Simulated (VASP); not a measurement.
Here is a VASP 6.6.1 calculation.

Contents of INCAR:

```
SYSTEM = Ca8O
ALGO = Normal ; DIPOL = 0.5 0.5 0.298
EDIFF = 1E-7 ; ENCUT = 520
GGA = PE ; IDIPOL = 3
ISIF = 2 ; ISMEAR = 0
LASPH = .TRUE. ; LCHARG = .FALSE.
LDIPOL = .TRUE. ; LREAL = .FALSE.
LWAVE = .FALSE. ; NBANDS = 53
NELM = 80 ; PREC = Accurate
SIGMA = 0.1
```

KPOINTS

```
k-points
0
G
  4 4 1
  0 0 0
```

POSCAR

```
Ca8O
1.0
    7.8132359319      0.0000000000      0.0000000000
    0.0000000000      7.8132359319      0.0000000000
    0.0000000000      0.0000000000     18.1093934181
Ca O
8 1
Direct
    0.2500000000      0.2500000000      0.2208798444
    0.2500000000      0.7500000000      0.2208798444
    0.7500000000      0.2500000000      0.2208798444
    0.7500000000      0.7500000000      0.2208798444
    0.0000000000      0.0000000000      0.3649704474
    0.0000000000      0.5000000000      0.3649704474
    0.5000000000      0.0000000000      0.3649704474
    0.5000000000      0.5000000000      0.3649704474
    0.1875000000      0.1875000000      0.3354535992
```

Potentials or basis: VASP PAW PBE potentials, release 64 (Ca_sv, O).

Launch:

```sh
$ cat potpaw_PBE.64/Ca_sv/POTCAR potpaw_PBE.64/O/POTCAR > POTCAR
$ mpirun -np 1 vasp_std > vasp.out
```

Estimate the band gap on the k mesh.

zero (bands 43 and 44 overlap by 0.04 eV).

What does it give for the largest force?

0.699 eV/Å.

Forces on the atoms (eV/Å):
```
Ca  -0.195 -0.195  0.628
Ca  -0.012 -0.042 -0.140
Ca  -0.042 -0.012 -0.140
Ca  -0.024 -0.024 -0.004
Ca   0.287  0.287 -0.028
Ca   0.334 -0.596 -0.149
Ca  -0.596  0.334 -0.149
Ca  -0.022 -0.022 -0.052
O    0.268  0.268  0.034
```
